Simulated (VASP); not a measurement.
A run of VASP 6.6.1 is set up as follows.

INCAR

```
PREC = Accurate ; ENCUT = 600
EDIFF = 1E-7 ; ISMEAR = -1
SIGMA = 0.05 ; LREAL = F
LASPH = T ; NELM = 100
ALGO = Normal ; ISIF = 3
LWAVE = F ; LCHARG = F
GGA = PE ; IBRION = 2
NSW = 32 ; EDIFFG = -0.005
PSTRESS = 5200.0
```

KPOINTS

```
regular mesh
0
Gamma
  20 20 20
```

Contents of POSCAR:

```
Rh
1.0
    0.0000000000      1.6004255170      1.6004255170
    1.6004255170      0.0000000000      1.6004255170
    1.6004255170      1.6004255170      0.0000000000
Rh
1
Direct
    0.0000000000      0.0000000000      0.0000000000
```

Potentials or basis: VASP PAW PBE potentials, release 64 (Rh_pv).

Launch:

```bash
$ cat potpaw_PBE.64/Rh_pv/POTCAR > POTCAR
$ mpirun -np 1 vasp_std > vasp.out
```

Problem. What does it give for the space group after relaxing (to 0.05 Å)?

Solution. Fm-3m (No. 225).

Problem. Predict the relaxed volume.

Solution. 8.22 Å³/atom.

Final structure:
```
Rh
1.0
     0.00000    1.60187    1.60187
     1.60187    0.00000    1.60187
     1.60187    1.60187    0.00000
Rh
1
Cartesian
  0.0000 0.0000 0.0000
```

Caveat: the cell is relaxed towards a set pressure, so the enthalpy falls and the energy may rise.
